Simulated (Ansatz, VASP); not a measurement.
# KBr: VASP beside Ansatz

```xyz
4
Lattice="5.6186 0.0000 0.0000 -2.8093 4.8658 0.0000 0.0000 0.0000 6.5538" Properties=species:S:1:pos:R:3 pbc="T T T"
K     0.0000    3.2439   -0.4096
K     2.8093    1.6219    2.8673
Br    0.0000    3.2439    2.8673
Br    2.8093    1.6219    6.1442
```

Alike in both runs: task single point; functional LDA; k mesh 6 × 6 × 4; no spin polarisation.

```csv
,VASP,Ansatz
version,VASP 6.6.1,Ansatz 0.2.0
potentials or method,"VASP PAW LDA potentials, release 64 (K_sv, Br)","plane waves, PAW"
plane-wave cutoff (eV),520,420
occupations,"gaussian, width 0.01 eV",fixed
valence electrons in the cell,32,32
```

|  | VASP | Ansatz | Ansatz less VASP |
| --- | --- | --- | --- |
| gap on the k mesh at the Fermi level (eV) | 3.87 | 3.87 | -0.007 |

LDA's correlation is that of Perdew and Zunger in VASP and of Perdew and Wang (1992) in Ansatz.
